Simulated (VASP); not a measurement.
# Hf2N in VASP: further runs

Runs on Hf2N. Level: LDA. Tasks: single point.

All numbers are computed with VASP 6.6.1; they aren't measurements. Logs are shortened: lines on timing, memory, paths and dates and some standing lists are left out, and cuts for length are marked.

### Step 1. The cell of the first run

Symmetry: Pnnm, No. 58, orthorhombic system. Conventional cell: a = 5.252 Å, b = 5.436 Å, c = 3.201 Å, α = 90.00°, β = 90.00°, γ = 90.00°. Within 2.9 Å of Hf (site symmetry m) lie 3 N at 2.23 Å. Within 2.9 Å of N (site symmetry 2/m) lie 6 Hf at 2.23 Å.

### Step 2. Single point, LDA (mode 4 frozen in at +0.000 Å, normal strain along x +0.0350)

File INCAR:

```
  ALGO = Normal
  EDIFF = 1E-7
  ENCUT = 520
  GGA = CA
  ISIF = 2
  ISMEAR = 0
  LASPH = True
  LCHARG = False
  LREAL = False
  LWAVE = False
  NBANDS = 34
  NELM = 60
  PREC = Accurate
  SIGMA = 0.15
```

File KPOINTS:

```
k-points
0
Gamma
  8 8 12
```

File POSCAR:

```
Hf2N
1.0
    5.4359841404      0.0000000000      0.0000000000
    0.0000000000      5.2521585898      0.0000000000
    0.0000000000      0.0000000000      3.2005839592
Hf N
4 2
Direct
    0.2954034337      0.2954034337      0.0000000000
    0.7045965663      0.7045965663      0.0000000000
    0.7954034337      0.2045965663      0.5000000000
    0.2045965663      0.7954034337      0.5000000000
    0.0000000000      0.0000000000      0.0000000000
    0.5000000000      0.5000000000      0.5000000000
```

Potentials or basis: VASP PAW LDA potentials, release 64 (Hf_pv, N).

Command:

```console
$ cat potpaw_LDA.64/Hf_pv/POTCAR potpaw_LDA.64/N/POTCAR > POTCAR
$ mpirun -np 1 vasp_std > vasp.out
```

OUTCAR:

```text
EDIFF = 1E-7
   ENCUT = 520
   GGA = CA
   ISIF = 2
   ISMEAR = 0
   LASPH = True
   LREAL = False
   NELM = 60
   PREC = Accurate

 ion  position               nearest neighbor table
   1  0.295  0.295  0.000-   6 2.23   6 2.23   5 2.23   2 3.09   4 3.11   4 3.11   4 3.11   4 3.11
                             3 3.19   3 3.19   3 3.19   3 3.19   2 3.82   2 3.86
   2  0.705  0.705  0.000-   6 2.23   6 2.23   5 2.23   1 3.09   3 3.11   3 3.11   3 3.11   3 3.11
                             4 3.19   4 3.19   4 3.19   4 3.19   1 3.82   1 3.86
   3  0.795  0.205  0.500-   5 2.23   5 2.23   6 2.23   4 3.09   2 3.11   2 3.11   2 3.11   2 3.11
                             1 3.19   1 3.19   1 3.19   1 3.19   4 3.82   4 3.86
   4  0.205  0.795  0.500-   5 2.23   5 2.23   6 2.23   3 3.09   1 3.11   1 3.11   1 3.11   1 3.11
                             2 3.19   2 3.19   2 3.19   2 3.19   3 3.82   3 3.86
   5  0.000  0.000  0.000-   3 2.23   4 2.23   3 2.23   4 2.23   1 2.23   2 2.23
   6  0.500  0.500  0.500-   1 2.23   2 2.23   1 2.23   2 2.23   3 2.23   4 2.23

  LATTYP: Found a simple orthorhombic cell.
 ALAT       =     3.2005839592
 B/A-ratio  =     1.6410000977
 C/A-ratio  =     1.6984351011

  Lattice vectors:

 A1 = (   0.0000000000,   0.0000000000,  -3.2005839592)
 A2 = (   0.0000000000,   5.2521585898,   0.0000000000)
 A3 = (   5.4359841404,   0.0000000000,   0.0000000000)

Analysis of symmetry for initial positions (statically):
=====================================================================
 Subroutine PRICEL returns:
 Original cell was already a primitive cell.

 Routine SETGRP: Setting up the symmetry group for a
 simple orthorhombic supercell.

 Subroutine GETGRP returns: Found  8 space group operations
 (whereof  4 operations were pure point group operations)
 out of a pool of  8 trial point group operations.

The static configuration has the point symmetry C_2h.
 The point group associated with its full space group is D_2h.

Analysis of symmetry for dynamics (positions and initial velocities):
=====================================================================
 Subroutine PRICEL returns:
 Original cell was already a primitive cell.

 Routine SETGRP: Setting up the symmetry group for a
 simple orthorhombic supercell.

 Subroutine GETGRP returns: Found  8 space group operations
 (whereof  4 operations were pure point group operations)
 out of a pool of  8 trial point group operations.

The dynamic configuration has the point symmetry C_2h.
 The point group associated with its full space group is D_2h.

 Subroutine INISYM returns: Found  8 space group operations
 (whereof  4 operations are pure point group operations),
 and found     1 'primitive' translations

----------------------------------------------------------------------------------------

                                     Primitive cell

  volume of cell :      91.3788

  direct lattice vectors                    reciprocal lattice vectors
     5.435984140  0.000000000  0.000000000     0.183959330  0.000000000  0.000000000
     0.000000000  5.252158590  0.000000000     0.000000000  0.190397906  0.000000000
     0.000000000  0.000000000  3.200583959     0.000000000  0.000000000  0.312442983

  length of vectors
     5.435984140  5.252158590  3.200583959     0.183959330  0.190397906  0.312442983

  position of ions in fractional coordinates (direct lattice)
     0.295403434  0.295403434  0.000000000
     0.704596566  0.704596566  0.000000000
     0.795403434  0.204596566  0.500000000
     0.204596566  0.795403434  0.500000000
     0.000000000  0.000000000  0.000000000
     0.500000000  0.500000000  0.500000000

  ion indices of the primitive-cell ions
   primitive index   ion index
                 1           1
                 2           2
                 3           3
                 4           4
                 5           5
                 6           6

----------------------------------------------------------------------------------------

 KPOINTS: k-points

Automatic generation of k-mesh.
 Grid dimensions read from file:
 generate k-points for:    8    8   12

 Generating k-lattice:

  Cartesian coordinates                     Fractional coordinates (reciprocal lattice)
     0.022994916  0.000000000  0.000000000     0.125000000  0.000000000  0.000000000
     0.000000000  0.023799738  0.000000000     0.000000000  0.125000000  0.000000000
     0.000000000  0.000000000  0.026036915     0.000000000  0.000000000  0.083333333

  Length of vectors
     0.022994916  0.023799738  0.026036915

  Shift w.r.t. Gamma in fractional coordinates (k-lattice)
     0.000000000  0.000000000  0.000000000

 Subroutine IBZKPT returns following result:
 ===========================================

 Found    175 irreducible k-points:

 Following reciprocal coordinates:
            Coordinates               Weight
  0.000000  0.000000  0.000000      1.000000
  0.125000  0.000000  0.000000      2.000000
  0.250000  0.000000  0.000000      2.000000
  0.375000  0.000000  0.000000      2.000000
  0.500000  0.000000  0.000000      1.000000
  0.000000  0.125000  0.000000      2.000000
[... 16 lines left out ...]
  0.250000  0.500000  0.000000      2.000000
  0.375000  0.500000  0.000000      2.000000
 [... further k-points ...]
   k-points           NKPTS =    175   k-points in BZ     NKDIM =    175   number of bands    NBANDS=     34
   number of dos      NEDOS =    301   number of ions     NIONS =      6
   total plane-waves  NPLWV =  38400
   dimension x,y,z NGX =    40 NGY =   40 NGZ =   24
   dimension x,y,z NGXF=    80 NGYF=   80 NGZF=   48
   ions per type =               4   2
   NGX,Y,Z   is equivalent  to a cutoff of  12.23, 12.66, 12.47 a.u.
   NGXF,Y,Z  is equivalent  to a cutoff of  24.47, 25.32, 24.93 a.u.
 SYSTEM =  unknown system
   PREC   = accura    normal or accurate (medium, high low for compatibility)
   ISTART =      0    job   : 0-new  1-cont  2-samecut
   ICHARG =      2    charge: 1-file 2-atom 10-const
   ISPIN  =      1    spin polarized calculation?
   LNONCOLLINEAR =      F non collinear calculations
   LSORBIT =      F    spin-orbit coupling
   LASPH  =      T    aspherical Exc in radial PAW
   ENCUT  =  520.0 eV  38.22 Ry    6.18 a.u.  10.11  9.77  5.95*2*pi/ulx,y,z
   NELM   =     60;   NELMIN=  2; NELMDL= -5     # of ELM steps
   EDIFF  = 0.1E-06   stopping-criterion for ELM
   LREAL  =      F    real-space projection
   EDIFFG = 0.1E-05   stopping-criterion for IOM
   NSW    =      0    number of steps for IOM
   IBRION =     -1    ionic relax: 0-MD 1-quasi-New 2-CG
   NFREE  =      0    steps in history (QN), initial steepest desc. (CG)
   ISIF   =      2    stress and relaxation
   ISYM   =      2    0-nonsym 1-usesym 2-fastsym
   POTIM  = 0.5000    time-step for ionic-motion
   TEBEG  =    0.0;   TEEND  =   0.0 temperature during run
   PSTRESS=    0.0 pullay stress
   NELECT =      50.0000    total number of electrons
   NUPDOWN=      -1.0000    fix difference up-down
   EMIN   =  10.00;   EMAX   =-10.00  energy-range for DOS
   EFERMI =   0.00;   METHOD = LEGACY
   ISMEAR =     0;   SIGMA  =   0.15  broadening in eV -4-tet -1-fermi 0-gaus
   EFERMI_NEDOS =   21; number of points for ismear=-14 and -15
   IALGO  =     38    algorithm
   IMIX   =      4    mixing-type and parameters
     AMIX     =   0.40;   BMIX     =  1.00
     AMIX_MAG =   1.60;   BMIX_MAG =  1.00
  volume/ion in A,a.u.               =      15.23       102.78
  Fermi-wavevector in a.u.,A,eV,Ry     =   1.339008  2.530358 24.394453  1.792942
  Thomas-Fermi vector in A             =   2.467433
   LORBIT       =      0    0 simple, 1 ext, 2 COOP (PROOUT), +10 PAW based schemes
   GGA     = CA    functional components
   LHFCALC =     F    Hartree Fock is set to
   AEXX    =    0.0000 exact exchange contribution
   IVDW    =     0    specifies the selected vdW correction
   LEPSILON=     F    determine dielectric tensor
   LRPA    =     F    only Hartree local field effects (RPA)
 non-spin polarized calculation
 Gauss-broadening in eV      SIGMA  =   0.15
  energy-cutoff  :      520.00
  volume of cell :       91.38
 maximum number of plane-waves:      2488
   NGX = 21   NGY = 19   NGZ = 11

 number of electron      50.0000001 magnetization

 Free energy of the ion-electron system (eV)
  ---------------------------------------------------
  ext. energy  EPLUGINS =         0.00000000
  ---------------------------------------------------
  free energy    TOTEN  =       -69.49296316 eV

  energy without entropy =      -69.46393841  energy(sigma->0) =      -69.47845079

 E-fermi :   5.8132     XC(G=0): -12.1936

 val. band max:        5.7979443596   @ k =   0.1250   0.2500   0.2500
 cond. band min:       5.8198738228   @ k =   0.2500   0.2500   0.2500
 fundamental gap:      0.0219294632
 Fermi energy:         5.8132499708

 k-point     1 :       0.0000    0.0000    0.0000
  band No.  band energies     occupation
      1     -25.2069      2.00000
      2     -24.7154      2.00000
      3     -24.6977      2.00000
      4     -24.6145      2.00000
      5     -24.3851      2.00000
      6     -24.2639      2.00000
[... 26 lines left out ...]
     33       8.9563      0.00000
     34       9.0839      0.00000

 k-point     2 :       0.1250    0.0000    0.0000
  band No.  band energies     occupation
      1     -25.1865      2.00000
      2     -24.7197      2.00000
      3     -24.7047      2.00000
      4     -24.5894      2.00000
      5     -24.3778      2.00000
      6     -24.2651      2.00000
[... 26 lines left out ...]
     33       9.0547      0.00000
     34       9.2807      0.00000
[... 775 lines left out ...]
     33       9.4928      0.00000
     34       9.4928      0.00000

 k-point    24 :       0.3750    0.5000    0.0000
  band No.  band energies     occupation
      1     -24.7920      2.00000
      2     -24.7920      2.00000
      3     -24.5164      2.00000
      4     -24.5164      2.00000
      5     -24.3312      2.00000
      6     -24.3312      2.00000
[... 26 lines left out ...]
     33       9.5976      0.00000
     34       9.5976      0.00000

 [... further k-points ...]

------------------------ aborting loop because EDIFF is reached ----------------------------------------

  FORCE on cell =-STRESS in cart. coord.  units (eV):
  Direction    XX          YY          ZZ          XY          YZ          ZX
  --------------------------------------------------------------------------------------
  -------------------------------------------------------------------------------------
  Total       -6.6300087     -3.1300859     -2.3668848     -0.0000000      0.0000000      0.0000000
  in kB     -116.2463811    -54.8809482    -41.4994616     -0.0000000      0.0000000      0.0000000
  external PRESSURE =     -70.8755970 kB  Pullay stress =       0.0000000 kB

 VOLUME and BASIS-vectors are now :
 -----------------------------------------------------------------------------
  energy-cutoff  :      520.00
  volume of cell :       91.38
      direct lattice vectors                 reciprocal lattice vectors
     5.435984140  0.000000000  0.000000000     0.183959330  0.000000000  0.000000000
     0.000000000  5.252158590  0.000000000     0.000000000  0.190397906  0.000000000
     0.000000000  0.000000000  3.200583959     0.000000000  0.000000000  0.312442983

 POSITION                                       TOTAL-FORCE (eV/Angst)
 -----------------------------------------------------------------------------------
      1.60581      1.55151      0.00000         0.152455     -0.008757      0.000000
      3.83018      3.70065      0.00000        -0.152455      0.008757      0.000000
      4.32380      1.07457      1.60029         0.152455      0.008757      0.000000
      1.11218      4.17758      1.60029        -0.152455     -0.008757      0.000000
      0.00000      0.00000      0.00000         0.000000      0.000000      0.000000
      2.71799      2.62608      1.60029         0.000000      0.000000      0.000000
 -----------------------------------------------------------------------------------
    total drift:                                0.000000     -0.000000     -0.000000

  FREE ENERGIE OF THE ION-ELECTRON SYSTEM (eV)
  ---------------------------------------------------
  free  energy   TOTEN  =       -69.4929631586 eV

  energy  without entropy=      -69.4639384125  energy(sigma->0) =      -69.47845079
```

Wall time 9.8 min (1 thread of Oxide Virtual Turin-like, shared host); peak memory 0.45 GiB.

Results:

```yaml
Free_energy: -69.4930 eV
Pressure: -7.1 GPa
Largest_force: 0.153 eV/Å
Band_gap_on_the_k_mesh: zero (band 25 reaches 7.29 eV, above the bottom of band 26 at 4.60 eV)
```

Forces on the atoms (eV/Å):
```
Hf   0.152 -0.009  0.000
Hf  -0.152  0.009  0.000
Hf   0.152  0.009  0.000
Hf  -0.152 -0.009  0.000
N    0.000  0.000  0.000
N    0.000  0.000  0.000
```

Stress tensor (GPa, compression positive):
```
-11.62   0.00   0.00
  0.00  -5.49   0.00
  0.00   0.00  -4.15
```

Levels at points of the mesh, in eV from the Fermi level:
```tsv
k point	band 22	band 23	band 24	band 25	band 26	band 27	band 28	band 29
(0.00, 0.00, 0.00)	-2.13	-0.02	0.62	0.90	1.17	1.23	1.50	1.68
(0.50, 0.00, 0.00)	-2.55	-1.13	-1.13	1.39	1.39	1.89	1.89	2.03
(0.00, 0.50, 0.00)	-2.39	-1.00	-1.00	1.48	1.48	1.65	1.65	2.05
(0.50, 0.50, 0.00)	-1.75	-1.43	-1.43	1.07	1.07	1.40	1.40	1.82
(0.00, 0.00, 0.50)	-1.37	-1.23	-1.23	-1.21	-1.21	2.07	2.07	3.59
(0.50, 0.00, 0.50)	-1.93	-1.09	-1.09	-0.92	-0.92	1.76	1.76	3.75
(0.00, 0.50, 0.50)	-1.96	-1.07	-1.07	-0.86	-0.86	1.70	1.70	3.74
(0.50, 0.50, 0.50)	-1.65	-0.93	-0.93	-0.44	-0.44	1.27	1.27	2.90
```

Caveat: the cell differs from its parent crystal (mode 4 frozen in at +0.000 Å, normal strain along x +0.0350); spin-orbit coupling is left out, which moves the levels of the heavy elements.

(Part 1 of 2 ends here.)
